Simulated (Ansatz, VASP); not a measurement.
Sc: VASP beside Ansatz

```
Sc
1.0
     3.49408    2.01731    8.14022
    -3.49408    2.01731    8.14022
     0.00000   -4.03462    8.14022
Sc
12
Direct
  0.07252 0.54098 0.07252
  0.07252 0.07252 0.54098
  0.54098 0.07252 0.07252
  0.92748 0.45902 0.92748
  0.45902 0.92748 0.92748
  0.92748 0.92748 0.45902
  0.22231 0.63299 0.22231
  0.22231 0.22231 0.63299
  0.63299 0.22231 0.22231
  0.77769 0.36701 0.77769
  0.36701 0.77769 0.77769
  0.77769 0.77769 0.36701
```

Alike in both runs: functional PBEsol; k mesh 6 × 6 × 6; occupations gaussian, width 0.1 eV; no spin polarisation.

Ansatz relaxed the structure, and its values are those at the end. VASP's run is a single point on that final structure, the one shown.

|  | VASP | Ansatz |
| --- | --- | --- |
| version | VASP 6.6.1 | Ansatz 0.2.0 |
| potentials or method | VASP PAW PBE potentials, release 64 (Sc_sv), cutoff 520 eV | scalar-relativistic, plane waves, PAW |
| valence electrons in the cell | 132 | 132 |

Ansatz gave:

```
gap on the k mesh at the Fermi level (eV) : none
pressure (GPa)                            : 0.0
rms of the force components (eV/Å)        : 0.005
```

Question: What did VASP give for the same quantities?

Answer: gap on the k mesh at the Fermi level (eV): none; pressure (GPa): 0.0; rms of the force components (eV/Å): 0.010.

VASP's potentials were made for PBE, not for PBEsol. A gap of «none» marks a metal or a gap that the smearing closes.
